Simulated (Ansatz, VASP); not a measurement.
# CaO: VASP beside Ansatz

File POSCAR:

```
CaO
1.0
    0.0000000000      2.2776726047      2.2776726047
    2.2776726047      0.0000000000      2.2776726047
    2.2776726047      2.2776726047      0.0000000000
Ca O
1 1
Direct
    0.0000000000      0.0000000000      0.0000000000
    0.5000000000      0.5000000000      0.5000000000
```

INCAR.step1

```
PREC = Accurate ; ENCUT = 520
EDIFF = 1E-5 ; ISMEAR = 0
SIGMA = 0.01 ; LREAL = False
LASPH = True ; NELM = 60
ALGO = Normal ; ISIF = 2
LWAVE = True ; LCHARG = False
NBANDS = 15 ; GGA = PE
```

Contents of INCAR.step2:

```
PREC = Accurate ; ENCUT = 520
EDIFF = 1E-7 ; ISMEAR = 0
SIGMA = 0.01 ; LREAL = False
LASPH = True ; NELM = 60
ALGO = Normal ; ISIF = 2
LWAVE = False ; LCHARG = False
GGA = PE ; LHFCALC = True
HFSCREEN = 0.2079 ; PRECFOCK = Normal
NBANDS = 15 ; ISTART = 1
```

The input KPOINTS:

```
Automatic mesh
0
Gamma
  6 6 6
```

Input for Ansatz:

```yaml
crystal:
  lattice:
    - [0.0, 2.2776726047, 2.2776726047]
    - [2.2776726047, 0.0, 2.2776726047]
    - [2.2776726047, 2.2776726047, 0.0]
  atoms:
    - { symbol: Ca, position: [0.0, 0.0, 0.0] }
    - { symbol: O, position: [0.5, 0.5, 0.5] }
kpoints:
  mp_grid: { grid: [6, 6, 6] }
  band_path:
    path:
      - [0.0, 0.0, 0.0]
      - [0.5, 0.0, 0.5]
      - [0.625, 0.25, 0.625]
      - [0.375, 0.375, 0.75]
      - [0.5, 0.5, 0.5]
      - [0.5, 0.25, 0.75]
      - [0.0, 0.5, 0.5]
    npoints: 1
hamiltonian:
  xc: hse06
scf:
  occupations: { method: fixed }
  n_extra_bands: 4
output:
  forces: true
  stress: true
  eigenvalues: true
  write_density: true
  write_potential: true
  elf: true
  volumetric_format: npy
```

Change from the starting cell: hydrostatic strain -5.0%.

Alike in both runs: task single point; functional HSE06; k mesh 6 × 6 × 6; no spin polarisation.

```csv
,VASP,Ansatz
version,VASP 6.6.1,Ansatz 0.2.0
potentials or method,"VASP PAW PBE potentials, release 64 (Ca_sv, O)","plane waves, PAW"
plane-wave cutoff (eV),520,420
occupations,"gaussian, width 0.01 eV",fixed
valence electrons in the cell,16,16
```

VASP gave:

* gap on the k mesh at the Fermi level (eV): 5.21
* pressure (GPa): 26.4

Problem. Estimate Ansatz's values.

Solution. gap on the k mesh at the Fermi level (eV): 5.23; pressure (GPa): 25.0.

Ansatz's warnings: stress exchange threshold loose, stress scf threshold loose.
